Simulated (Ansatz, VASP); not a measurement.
## Two plane-wave programs on Al2Cu

```
CELL_PARAMETERS angstrom
-2.02461 2.02461 2.86316
2.02461 -2.02461 2.86316
2.02461 2.02461 -2.86316
ATOMIC_POSITIONS crystal
Al 0.73586 0.22643 0.46228
Al 0.23586 0.72643 0.46228
Cu 0.51201 0.52002 0.03203
```

Change from the starting cell: mode 4 frozen in at -0.108 Å and mode 5 at -0.027 Å (largest displacements).

Alike in both runs: task single point; functional PBEsol; k mesh 14 × 14 × 14; occupations gaussian, width 0.15 eV; no spin polarisation.

```csv
,VASP,Ansatz
version,VASP 6.6.1,Ansatz 0.2.0
potentials or method,"VASP PAW PBE potentials, release 64 (Al, Cu), cutoff 520 eV","scalar-relativistic, plane waves, PAW"
valence electrons in the cell,17,25
```

|  | VASP | Ansatz | Ansatz less VASP |
| --- | --- | --- | --- |
| gap on the k mesh at the Fermi level (eV) | none | none | - |
| pressure (GPa) | 1.9 | 1.6 | -0.28 |
| traceless stress, the component that is largest in VASP (GPa) | -1.06 | -1.06 | +0.003 |
| rms of the force components (eV/Å) | 0.642 | 0.641 | -0.0007 |

VASP's potentials were made for PBE, not for PBEsol, and Ansatz warns of the same on its side. Atom by atom the forces differ by 0.001 eV/Å (rms over components). A gap of «none» marks a metal or a gap that the smearing closes. VASP's potentials hold 17 valence electrons a cell and Ansatz's 25, so a difference there can come from the potentials and not from the codes.
